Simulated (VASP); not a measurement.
# Ir: single point with PBEsol

The system is Ir.

```
Ir
1.0
     2.72132    0.00000    0.00000
    -1.36066    2.35673    0.00000
     0.00000    0.00000    4.41002
Ir
2
Direct
  0.66667 0.33333 0.75000
  0.33333 0.66667 0.25000
```

This isn't the form of Ir at room conditions, which is fcc.

```yaml
Program: VASP 6.6.1
Task: single point
Functional: PBEsol
Potentials_or_basis: VASP PAW PBE potentials, release 64 (Ir_sv_GW)
Cutoff: 560 eV
k_mesh: 18 × 18 × 10
Occupations: fermi-dirac, width 0.15 eV
Spin: no spin polarisation
Dipole_correction: no
Further_INCAR_settings: ALGO = Normal; EDIFF = 1e-06; NBANDS = 24
```

```
Pressure               : -1.8 GPa
Band gap on the k mesh : zero (bands 17 and 18 overlap by 3.38 eV)
```

Levels at points of the mesh, in eV from the Fermi level:
| k point | band 13 | band 14 | band 15 | band 16 | band 17 | band 18 | band 19 | band 20 | band 21 | band 22 |
| --- | --- | --- | --- | --- | --- | --- | --- | --- | --- | --- |
| (0.00, 0.00, 0.00) | -3.86 | -3.20 | -3.20 | -2.39 | -2.39 | -0.86 | 0.29 | 0.29 | 7.07 | 13.64 |
| (0.50, 0.00, 0.00) | -3.58 | -3.49 | -2.99 | 0.74 | 1.01 | 1.16 | 2.98 | 4.42 | 8.15 | 10.26 |
| (0.00, 0.00, 0.50) | -3.98 | -3.98 | -3.98 | -3.98 | -0.46 | -0.46 | -0.46 | -0.46 | 13.13 | 13.13 |
| (0.50, 0.00, 0.50) | -2.15 | -2.15 | -1.00 | -1.00 | 0.99 | 0.99 | 2.03 | 2.03 | 7.65 | 7.65 |

Wall time 2.3 min on 1 thread of AMD EPYC 7R13 Processor (Zen 3) (shared host), peak memory 0.24 GiB.

Caveat: the PAW data sets were made with another functional, which shifts forces and pressure a little; spin-orbit coupling is left out, which moves the levels of the heavy elements.
